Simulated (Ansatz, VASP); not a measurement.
# One calculation of Ti, two programs

File INCAR:

```
SYSTEM = Ti
ALGO = Fast ; EDIFF = 1E-6
ENCUT = 520 ; GGA = PS
ISIF = 2 ; ISMEAR = 0
LASPH = .TRUE. ; LCHARG = .FALSE.
LREAL = .FALSE. ; LWAVE = .FALSE.
NBANDS = 19 ; NELM = 80
PREC = Accurate ; SIGMA = 0.15
```

Contents of KPOINTS:

```
k-points
0
G
  12 12 8
  0 0 0
```

File POSCAR:

```
Ti
1.0
    2.9004352004      0.0000000000      0.0000000000
   -1.4502176002      2.5118505656      0.0000000000
    0.0000000000      0.0000000000      4.5909904469
Ti
2
Direct
    0.4792482490      0.6871975668      0.2076080673
    0.5207517510      0.3128024332      0.7923919327
```

Input for Ansatz:

```yaml
crystal:
  lattice:
    - [2.9004352004, 0.0, 0.0]
    - [-1.4502176002, 2.5118505656, 0.0]
    - [0.0, 0.0, 4.5909904469]
  atoms:
    - { symbol: Ti, position: [0.479248249, 0.6871975668, 0.2076080673] }
    - { symbol: Ti, position: [0.520751751, 0.3128024332, 0.7923919327] }
basis:
  ecutwfc: 420
kpoints:
  mp_grid: { grid: [12, 12, 8] }
hamiltonian:
  xc: pbesol
scf:
  occupations: { method: gaussian, width: 0.15 }
output:
  forces: true
  stress: true
  eigenvalues: true
```

Change from the starting cell: all atoms moved at random, sigma 0.4 Å a component.

Alike in both runs: task single point; functional PBEsol; k mesh 12 × 12 × 8; occupations gaussian, width 0.15 eV; no spin polarisation.

|  | VASP | Ansatz |
| --- | --- | --- |
| version | VASP 6.6.1 | Ansatz 0.2.0 |
| potentials or method | VASP PAW PBE potentials, release 64 (Ti_sv), cutoff 520 eV | scalar-relativistic, plane waves, PAW |
| valence electrons in the cell | 24 | 24 |

```tsv
	VASP	Ansatz	Ansatz less VASP
gap on the k mesh at the Fermi level (eV)	none	none	-
pressure (GPa)	2.4	2.3	-0.11
traceless stress, the component that is largest in VASP (GPa)	3.77	3.29	-0.472
rms of the force components (eV/Å)	1.330	1.283	-0.0475
```

VASP's potentials were made for PBE, not for PBEsol. Atom by atom the forces differ by 0.052 eV/Å (rms over components). A gap of «none» marks a metal or a gap that the smearing closes. With one functional, cell and mesh, what is left measures potentials, basis and numerics.
